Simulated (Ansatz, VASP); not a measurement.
## TiC in VASP and in Ansatz

INCAR

```
PREC = Accurate
ENCUT = 600
EDIFF = 1E-6
ISMEAR = -1
SIGMA = 0.05
LREAL = False
LASPH = True
NELM = 120
ALGO = Normal
ISIF = 2
LWAVE = False
LCHARG = False
GGA = PE
NBANDS = 15
GGA_COMPAT = False
```

File KPOINTS:

```
regular mesh
0
Gamma
  3 3 3
```

The input POSCAR:

```
TiC
1.0
    0.0000000000      2.1593000000      2.1593000000
    2.1593000000      0.0000000000      2.1593000000
    2.1593000000      2.1593000000      0.0000000000
Ti C
1 1
Direct
    0.0000000000      0.0000000000      0.0000000000
    0.5000000000      0.5000000000      0.5000000000
```

Input for Ansatz:

```yaml
crystal:
  lattice:
    - [0.0, 2.1593, 2.1593]
    - [2.1593, 0.0, 2.1593]
    - [2.1593, 2.1593, 0.0]
  atoms:
    - { symbol: Ti, position: [0.0, 0.0, 0.0] }
    - { symbol: C, position: [0.5, 0.5, 0.5] }
basis:
  ecutwfc: 420.0
kpoints:
  mp_grid:
    grid: [3, 3, 3]
hamiltonian:
  xc: pbe
scf:
  occupations:
    method: fermi_dirac
    width: 0.05
output:
  stress: true
```

Alike in both runs: task single point; functional PBE; k mesh 3 × 3 × 3; occupations fermi-dirac, width 0.05 eV; no spin polarisation.

|  | VASP | Ansatz |
| --- | --- | --- |
| version | VASP 6.6.1 | Ansatz 0.2.0 |
| potentials or method | VASP PAW PBE potentials, release 64 (Ti_sv, C), cutoff 600 eV | plane waves, PAW |
| valence electrons in the cell | 16 | 16 |

```csv
,VASP,Ansatz,Ansatz less VASP
pressure (GPa),3.7,3.6,-0.13
```

The k mesh is coarse, so the values compare programs but aren't converged.
